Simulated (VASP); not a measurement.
# Si2Ni (Fm-3m) in VASP: notebook

The runs below take Si2Ni through single point, with PBE.

Everything below comes from runs of VASP 6.6.1. Logs are shortened: lines on timing, memory, paths and dates and some standing lists are left out, and cuts for length are marked.

### Step 1. The cell of the first run

It takes space group Fm-3m (No. 225, cubic). The conventional cell has a = 5.477 Å, b = 5.477 Å, c = 5.477 Å, α = 90.00°, β = 90.00°, γ = 90.00°. Si (site symmetry -43m) has 4 Ni at 2.37 Å and 6 Si at 2.74 Å within 3.1 Å. Ni (site symmetry m-3m) has 8 Si at 2.37 Å within 3.1 Å.

### Step 2. Single point, PBE, collinear spin, ferromagnetic start

The input, INCAR:

```
PREC = Accurate ; ENCUT = 520
EDIFF = 1E-7 ; ISMEAR = -1
SIGMA = 0.15 ; LREAL = False
LASPH = True ; NELM = 150
ALGO = Normal ; ISIF = 2
LWAVE = False ; LCHARG = False
ISPIN = 2 ; MAGMOM = 0 0 1.5
LORBIT = 11 ; LMAXMIX = 4
GGA = PE ; NBANDS = 20
```

The input, KPOINTS:

```
regular mesh
0
Gamma
  9 9 9
```

The input, POSCAR:

```
Si2Ni
1.0
    0.0000000000      2.7385698685      2.7385698685
    2.7385698685      0.0000000000      2.7385698685
    2.7385698685      2.7385698685      0.0000000000
Si Ni
2 1
Direct
    0.2500000000      0.2500000000      0.2500000000
    0.7500000000      0.7500000000      0.7500000000
    0.0000000000      0.0000000000      0.0000000000
```

Potentials or basis: VASP PAW PBE potentials, release 64 (Si, Ni).

The run is started by

```console
cat potpaw_PBE.64/Si/POTCAR potpaw_PBE.64/Ni/POTCAR > POTCAR
mpirun -np 1 vasp_std > vasp.out
```

OUTCAR:

```text
PREC = Accurate
   ENCUT = 520
   EDIFF = 1E-7
   ISMEAR = -1
   LREAL = False
   LASPH = True
   NELM = 150
   ISIF = 2
   ISPIN = 2
   LORBIT = 11
   GGA = PE

 ion  position               nearest neighbor table
   1  0.250  0.250  0.250-   3 2.37   3 2.37   3 2.37   3 2.37   2 2.74   2 2.74   2 2.74   2 2.74
                             2 2.74   2 2.74
   2  0.750  0.750  0.750-   3 2.37   3 2.37   3 2.37   3 2.37   1 2.74   1 2.74   1 2.74   1 2.74
                             1 2.74   1 2.74
   3  0.000  0.000  0.000-   2 2.37   2 2.37   2 2.37   1 2.37   1 2.37   1 2.37   2 2.37   1 2.37

  LATTYP: Found a face centered cubic cell.
 ALAT       =     5.4771397370

  Lattice vectors:

 A1 = (   0.0000000000,   2.7385698685,   2.7385698685)
 A2 = (   2.7385698685,   0.0000000000,   2.7385698685)
 A3 = (   2.7385698685,   2.7385698685,   0.0000000000)

Analysis of symmetry for initial positions (statically):
=====================================================================
 Subroutine PRICEL returns:
 Original cell was already a primitive cell.

 Routine SETGRP: Setting up the symmetry group for a
 face centered cubic supercell.

 Subroutine GETGRP returns: Found 48 space group operations
 (whereof 48 operations were pure point group operations)
 out of a pool of 48 trial point group operations.

The static configuration has the point symmetry O_h .

Analysis of symmetry for dynamics (positions and initial velocities):
=====================================================================
 Subroutine PRICEL returns:
 Original cell was already a primitive cell.

 Routine SETGRP: Setting up the symmetry group for a
 face centered cubic supercell.

 Subroutine GETGRP returns: Found 48 space group operations
 (whereof 48 operations were pure point group operations)
 out of a pool of 48 trial point group operations.

The dynamic configuration has the point symmetry O_h .

Analysis of structural, dynamic, and magnetic symmetry:
=====================================================================
 Subroutine PRICEL returns:
 Original cell was already a primitive cell.

 Routine SETGRP: Setting up the symmetry group for a
 face centered cubic supercell.

 Subroutine GETGRP returns: Found 48 space group operations
 (whereof 48 operations were pure point group operations)
 out of a pool of 48 trial point group operations.

The overall configuration has the point symmetry O_h .

 Subroutine INISYM returns: Found 48 space group operations
 (whereof 48 operations are pure point group operations),
 and found     1 'primitive' translations

----------------------------------------------------------------------------------------

                                     Primitive cell

  volume of cell :      41.0773

  direct lattice vectors                    reciprocal lattice vectors
     0.000000000  2.738569868  2.738569868    -0.182577047  0.182577047  0.182577047
     2.738569868  0.000000000  2.738569868     0.182577047 -0.182577047  0.182577047
     2.738569868  2.738569868  0.000000000     0.182577047  0.182577047 -0.182577047

  length of vectors
     3.872922650  3.872922650  3.872922650     0.316232722  0.316232722  0.316232722

  position of ions in fractional coordinates (direct lattice)
     0.250000000  0.250000000  0.250000000
     0.750000000  0.750000000  0.750000000
     0.000000000  0.000000000  0.000000000

  ion indices of the primitive-cell ions
   primitive index   ion index
                 1           1
                 2           2
                 3           3

----------------------------------------------------------------------------------------

 KPOINTS: regular mesh

Automatic generation of k-mesh.
 Grid dimensions read from file:
 generate k-points for:    9    9    9

 Generating k-lattice:

  Cartesian coordinates                     Fractional coordinates (reciprocal lattice)
    -0.020286339  0.020286339  0.020286339     0.111111111  0.000000000  0.000000000
     0.020286339 -0.020286339  0.020286339     0.000000000  0.111111111  0.000000000
     0.020286339  0.020286339 -0.020286339     0.000000000  0.000000000  0.111111111

  Length of vectors
     0.035136969  0.035136969  0.035136969

  Shift w.r.t. Gamma in fractional coordinates (k-lattice)
     0.000000000  0.000000000  0.000000000

 Subroutine IBZKPT returns following result:
 ===========================================

 Found     35 irreducible k-points:

 Following reciprocal coordinates:
            Coordinates               Weight
  0.000000  0.000000  0.000000      1.000000
  0.111111  0.000000  0.000000      8.000000
  0.222222  0.000000  0.000000      8.000000
  0.333333  0.000000  0.000000      8.000000
  0.444444  0.000000  0.000000      8.000000
  0.111111  0.111111  0.000000      6.000000
[... 16 lines left out ...]
 -0.333333  0.333333  0.000000     12.000000
  0.444444  0.444444  0.000000      6.000000
 [... further k-points ...]
   k-points           NKPTS =     35   k-points in BZ     NKDIM =     35   number of bands    NBANDS=     20
   number of dos      NEDOS =    301   number of ions     NIONS =      3
   total plane-waves  NPLWV =  27000
   dimension x,y,z NGX =    30 NGY =   30 NGZ =   30
   dimension x,y,z NGXF=    60 NGYF=   60 NGZF=   60
   ions per type =               2   1
   NGX,Y,Z   is equivalent  to a cutoff of  12.88, 12.88, 12.88 a.u.
   NGXF,Y,Z  is equivalent  to a cutoff of  25.76, 25.76, 25.76 a.u.
 SYSTEM =  unknown system
   PREC   = accura    normal or accurate (medium, high low for compatibility)
   ISTART =      0    job   : 0-new  1-cont  2-samecut
   ICHARG =      2    charge: 1-file 2-atom 10-const
   ISPIN  =      2    spin polarized calculation?
   LNONCOLLINEAR =      F non collinear calculations
   LSORBIT =      F    spin-orbit coupling
   LASPH  =      T    aspherical Exc in radial PAW
   ENCUT  =  520.0 eV  38.22 Ry    6.18 a.u.   7.20  7.20  7.20*2*pi/ulx,y,z
   NELM   =    150;   NELMIN=  2; NELMDL= -5     # of ELM steps
   EDIFF  = 0.1E-06   stopping-criterion for ELM
   LREAL  =      F    real-space projection
   EDIFFG = 0.1E-05   stopping-criterion for IOM
   NSW    =      0    number of steps for IOM
   IBRION =     -1    ionic relax: 0-MD 1-quasi-New 2-CG
   NFREE  =      0    steps in history (QN), initial steepest desc. (CG)
   ISIF   =      2    stress and relaxation
   ISYM   =      2    0-nonsym 1-usesym 2-fastsym
   POTIM  = 0.5000    time-step for ionic-motion
   TEBEG  =    0.0;   TEEND  =   0.0 temperature during run
   PSTRESS=    0.0 pullay stress
   NELECT =      18.0000    total number of electrons
   NUPDOWN=      -1.0000    fix difference up-down
   EMIN   =  10.00;   EMAX   =-10.00  energy-range for DOS
   EFERMI =   0.00;   METHOD = LEGACY
   ISMEAR =    -1;   SIGMA  =   0.15  broadening in eV -4-tet -1-fermi 0-gaus
   EFERMI_NEDOS =   21; number of points for ismear=-14 and -15
   IALGO  =     38    algorithm
   IMIX   =      4    mixing-type and parameters
     AMIX     =   0.40;   BMIX     =  1.00
     AMIX_MAG =   1.60;   BMIX_MAG =  1.00
  volume/ion in A,a.u.               =      13.69        92.40
  Fermi-wavevector in a.u.,A,eV,Ry     =   1.243460  2.349799 21.037232  1.546193
  Thomas-Fermi vector in A             =   2.377770
   LORBIT       =     11    0 simple, 1 ext, 2 COOP (PROOUT), +10 PAW based schemes
   GGA     = PE    functional components
   LHFCALC =     F    Hartree Fock is set to
   AEXX    =    0.0000 exact exchange contribution
   IVDW    =     0    specifies the selected vdW correction
   LEPSILON=     F    determine dielectric tensor
   LRPA    =     F    only Hartree local field effects (RPA)
 spin polarized calculation
  energy-cutoff  :      520.00
  volume of cell :       41.08
 maximum number of plane-waves:      1125
 NGX is ok and might be reduce to    30
   NGX = 15   NGY = 15   NGZ = 15

 number of electron      17.9999999 magnetization      -0.0003131

 number of electron      17.9999999 magnetization       0.0000309

 Free energy of the ion-electron system (eV)
  ---------------------------------------------------
  ext. energy  EPLUGINS =         0.00000000
  ---------------------------------------------------
  free energy    TOTEN  =       -17.40008212 eV

  energy without entropy =      -17.33578617  energy(sigma->0) =      -17.36793415

 E-fermi :   9.8227     XC(G=0): -11.4083

 val. band max:        9.7605668484   @ k =   0.3333   0.2222   0.0000
 cond. band min:       9.9398194071   @ k =  -0.4444   0.4444   0.1111
 fundamental gap:      0.1792525587
 Fermi energy:         9.8226564379

 spin component 1

 k-point     1 :       0.0000    0.0000    0.0000
  band No.  band energies     occupation
      1      -3.6014      1.00000
      2       4.9299      1.00000
      3       4.9299      1.00000
      4       4.9299      1.00000
      5       6.5798      1.00000
      6       6.5798      1.00000
[... 12 lines left out ...]
     19      18.9304      0.00000
     20      22.1720      0.00000
[... 507 lines left out ...]
 k-point    24 :       0.4444    0.4444    0.0000
  band No.  band energies     occupation
      1      -0.1457      1.00000
      2       2.6073      1.00000
      3       2.8023      1.00000
      4       5.4769      1.00000
      5       5.4769      1.00000
      6       6.6086      1.00000
[... 12 lines left out ...]
     19      23.4408      0.00000
     20      23.4408      0.00000

 [... further k-points ...]

 spin component 2

 k-point     1 :       0.0000    0.0000    0.0000
  band No.  band energies     occupation
      1      -3.6014      1.00000
      2       4.9300      1.00000
      3       4.9300      1.00000
      4       4.9300      1.00000
      5       6.5798      1.00000
      6       6.5798      1.00000
[... 12 lines left out ...]
     19      18.9304      0.00000
     20      22.1720      0.00000
[... 507 lines left out ...]
 k-point    24 :       0.4444    0.4444    0.0000
  band No.  band energies     occupation
      1      -0.1457      1.00000
      2       2.6073      1.00000
      3       2.8023      1.00000
      4       5.4769      1.00000
      5       5.4769      1.00000
      6       6.6086      1.00000
[... 12 lines left out ...]
     19      23.4408      0.00000
     20      23.4408      0.00000

 [... further k-points ...]
[... 5 lines left out ...]
  --------------------------------------------------------------------------------------
  -------------------------------------------------------------------------------------
  Total       -0.5693520     -0.5693520     -0.5693520      0.0000000      0.0000000      0.0000000
  in kB      -22.2070019    -22.2070019    -22.2070019      0.0000000      0.0000000      0.0000000
  external PRESSURE =     -22.2070019 kB  Pullay stress =       0.0000000 kB

 VOLUME and BASIS-vectors are now :
 -----------------------------------------------------------------------------
  energy-cutoff  :      520.00
  volume of cell :       41.08
      direct lattice vectors                 reciprocal lattice vectors
     0.000000000  2.738569868  2.738569868    -0.182577047  0.182577047  0.182577047
     2.738569868  0.000000000  2.738569868     0.182577047 -0.182577047  0.182577047
     2.738569868  2.738569868  0.000000000     0.182577047  0.182577047 -0.182577047

 POSITION                                       TOTAL-FORCE (eV/Angst)
 -----------------------------------------------------------------------------------
      1.36928      1.36928      1.36928         0.000000     -0.000000     -0.000000
      4.10785      4.10785      4.10785        -0.000000      0.000000     -0.000000
      0.00000      0.00000      0.00000         0.000000     -0.000000      0.000000
 -----------------------------------------------------------------------------------
    total drift:                                0.000000     -0.000000     -0.000000

  FREE ENERGIE OF THE ION-ELECTRON SYSTEM (eV)
  ---------------------------------------------------
  free  energy   TOTEN  =       -17.4000821201 eV

  energy  without entropy=      -17.3357861730  energy(sigma->0) =      -17.36793415

 total charge

# of ion       s       p       d       tot
------------------------------------------
    1        0.749   0.818   0.000   1.567
    2        0.749   0.818   0.000   1.567
    3        0.540   0.742   8.428   9.709
--------------------------------------------------
tot          2.037   2.377   8.428  12.842

 magnetization (x)

# of ion       s       p       d       tot
------------------------------------------
    1        0.000   0.000   0.000   0.000
    2        0.000   0.000   0.000   0.000
    3        0.000   0.000   0.000   0.000
--------------------------------------------------
tot          0.000   0.000   0.000   0.000
```

Wall time 3 min (1 thread of AMD EPYC 7R13, shared host); peak memory 0.18 GiB.

What came out:

| Quantity | Value |
| --- | --- |
| Free energy | -17.4001 eV |
| Pressure | -2.2 GPa |
| Band gap on the k mesh | zero (filled and empty bands overlap) |
| Net moment | 0.00 μB per cell |
| Valence electrons inside the program's atomic spheres | Si 1.57; Ni 9.71 |

Caveat: the starting moments collapsed, and a magnetic state may lie lower.

### Step 3. Single point, PBE, collinear spin, ferromagnetic start

This run uses another cell than the first one, of 14.22 Å³/atom, 1.038 times its volume.

The input, INCAR:

```
PREC = Accurate
ENCUT = 520
EDIFF = 1E-7
ISMEAR = -1
SIGMA = 0.15
LREAL = False
LASPH = True
NELM = 150
ALGO = Normal
ISIF = 2
LWAVE = False
LCHARG = False
ISPIN = 2
MAGMOM = 0 0 1.5
LORBIT = 11
LMAXMIX = 4
GGA = PE
NBANDS = 20
```

KPOINTS is that of step 2.

The input, POSCAR:

```
Si2Ni
1.0
    0.0000000000      2.7732389903      2.7732389903
    2.7732389903      0.0000000000      2.7732389903
    2.7732389903      2.7732389903      0.0000000000
Si Ni
2 1
Direct
    0.2500000000      0.2500000000      0.2500000000
    0.7500000000      0.7500000000      0.7500000000
    0.0000000000      0.0000000000      0.0000000000
```

Potentials or basis: VASP PAW PBE potentials, release 64 (Si, Ni).

The run is started by

```console
cat potpaw_PBE.64/Si/POTCAR potpaw_PBE.64/Ni/POTCAR > POTCAR
mpirun -np 1 vasp_std > vasp.out
```

Wall time 3.1 min (1 thread of AMD EPYC 7R13, shared host); peak memory 0.18 GiB.

The run converged. Its results:

```
Free energy                                           : -17.3551 eV
Pressure                                              : -6.8 GPa
Band gap on the k mesh                                : zero (filled and empty bands overlap)
Net moment                                            : 0.00 μB per cell
Valence electrons inside the program's atomic spheres : Si 1.55; Ni 9.62
```

Levels at points of the mesh, in eV from the Fermi level:
Spin up:
| k point | band 5 | band 6 | band 7 | band 8 | band 9 | band 10 | band 11 | band 12 | band 13 | band 14 |
| --- | --- | --- | --- | --- | --- | --- | --- | --- | --- | --- |
| (0.00, 0.00, 0.00) | -3.02 | -3.02 | -0.78 | 1.69 | 1.69 | 1.69 | 2.49 | 2.49 | 2.49 | 4.67 |
Spin down:
| k point | band 5 | band 6 | band 7 | band 8 | band 9 | band 10 | band 11 | band 12 | band 13 | band 14 |
| --- | --- | --- | --- | --- | --- | --- | --- | --- | --- | --- |
| (0.00, 0.00, 0.00) | -3.02 | -3.02 | -0.78 | 1.69 | 1.69 | 1.69 | 2.49 | 2.49 | 2.49 | 4.67 |

Caveat: the starting moments collapsed, and a magnetic state may lie lower.

### Step 4. Single point, PBE, collinear spin, ferromagnetic start

This run uses another cell than the first one, of 14.75 Å³/atom, 1.077 times its volume.

The input, INCAR:

```
SYSTEM = Si2Ni
PREC = Accurate
ENCUT = 520
EDIFF = 1E-6
ISMEAR = -1
SIGMA = 0.15
LREAL = .False.
LASPH = .True.
NELM = 150
ALGO = Normal
ISIF = 2
LWAVE = .False.
LCHARG = .False.
ISPIN = 2
MAGMOM = 0 0 1.5
LORBIT = 11
LMAXMIX = 4
GGA = PE
NBANDS = 20
```

The input, KPOINTS:

```
Automatic mesh
0
Gamma
  9 9 9
  0 0 0
```

The input, POSCAR:

```
Si2Ni
1.0
    0.0000000000      2.8070623115      2.8070623115
    2.8070623115      0.0000000000      2.8070623115
    2.8070623115      2.8070623115      0.0000000000
Si Ni
2 1
Direct
    0.2500000000      0.2500000000      0.2500000000
    0.7500000000      0.7500000000      0.7500000000
    0.0000000000      0.0000000000      0.0000000000
```

Potentials or basis: VASP PAW PBE potentials, release 64 (Si, Ni).

The run is started by

```console
cat potpaw_PBE.64/Si/POTCAR potpaw_PBE.64/Ni/POTCAR > POTCAR
mpirun -np 1 vasp_std > vasp.out
```

OUTCAR:

```text
SYSTEM = Si2Ni
   PREC = Accurate
   ENCUT = 520
   EDIFF = 1E-6
   ISMEAR = -1
   LREAL = .False.
   LASPH = .True.
   NELM = 150
   ISIF = 2
   ISPIN = 2
   LORBIT = 11
   GGA = PE

 ion  position               nearest neighbor table
   1  0.250  0.250  0.250-   3 2.43   3 2.43   3 2.43   3 2.43   2 2.81   2 2.81   2 2.81   2 2.81
                             2 2.81   2 2.81
   2  0.750  0.750  0.750-   3 2.43   3 2.43   3 2.43   3 2.43   1 2.81   1 2.81   1 2.81   1 2.81
                             1 2.81   1 2.81
   3  0.000  0.000  0.000-   2 2.43   2 2.43   2 2.43   1 2.43   1 2.43   1 2.43   2 2.43   1 2.43

  LATTYP: Found a face centered cubic cell.
 ALAT       =     5.6141246230

  Lattice vectors:

 A1 = (   0.0000000000,   2.8070623115,   2.8070623115)
 A2 = (   2.8070623115,   0.0000000000,   2.8070623115)
 A3 = (   2.8070623115,   2.8070623115,   0.0000000000)

Analysis of symmetry for initial positions (statically):
=====================================================================
 Subroutine PRICEL returns:
 Original cell was already a primitive cell.
[... 757 lines left out ...]
      3       4.3533      1.00000
      4       4.3533      1.00000
      5       5.9229      1.00000
      6       5.9229      1.00000
[... 541 lines left out ...]
     19      22.0340      0.00000
     20      22.0340      0.00000

 [... further k-points ...]
[... 5 lines left out ...]
  --------------------------------------------------------------------------------------
  -------------------------------------------------------------------------------------
  Total       -2.9163921     -2.9163921     -2.9163921     -0.0000000      0.0000000      0.0000000
  in kB     -105.6258808   -105.6258808   -105.6258808     -0.0000000      0.0000000      0.0000000
  external PRESSURE =    -105.6258808 kB  Pullay stress =       0.0000000 kB

 VOLUME and BASIS-vectors are now :
 -----------------------------------------------------------------------------
  energy-cutoff  :      520.00
  volume of cell :       44.24
      direct lattice vectors                 reciprocal lattice vectors
     0.000000000  2.807062312  2.807062312    -0.178122159  0.178122159  0.178122159
     2.807062312  0.000000000  2.807062312     0.178122159 -0.178122159  0.178122159
     2.807062312  2.807062312  0.000000000     0.178122159  0.178122159 -0.178122159

 POSITION                                       TOTAL-FORCE (eV/Angst)
 -----------------------------------------------------------------------------------
      1.40353      1.40353      1.40353         0.000000      0.000000      0.000000
      4.21059      4.21059      4.21059        -0.000000     -0.000000     -0.000000
      0.00000      0.00000      0.00000        -0.000000      0.000000     -0.000000
 -----------------------------------------------------------------------------------
    total drift:                                0.000000     -0.000000     -0.000000

  FREE ENERGIE OF THE ION-ELECTRON SYSTEM (eV)
  ---------------------------------------------------
  free  energy   TOTEN  =       -17.2692401002 eV

  energy  without entropy=      -17.2015029011  energy(sigma->0) =      -17.23537150

 total charge

# of ion       s       p       d       tot
------------------------------------------
    1        0.761   0.772   0.000   1.533
    2        0.761   0.772   0.000   1.533
    3        0.505   0.646   8.391   9.542
--------------------------------------------------
tot          2.028   2.190   8.391  12.609

 magnetization (x)

# of ion       s       p       d       tot
------------------------------------------
    1        0.000   0.000   0.000   0.000
    2        0.000   0.000   0.000   0.000
    3        0.000   0.000   0.000   0.000
--------------------------------------------------
tot          0.000   0.000   0.000   0.000
```

Run time: 2.7 min. Hardware: 1 thread of AMD EPYC 7R13, shared host; peak memory 0.18 GiB.

Results:

- Free energy: -17.2692 eV
- Pressure: -10.6 GPa
- Band gap on the k mesh: zero (filled and empty bands overlap)
- Net moment: 0.00 μB per cell
- Valence electrons inside the program's atomic spheres: Si 1.53; Ni 9.54

Caveat: the starting moments collapsed, and a magnetic state may lie lower.
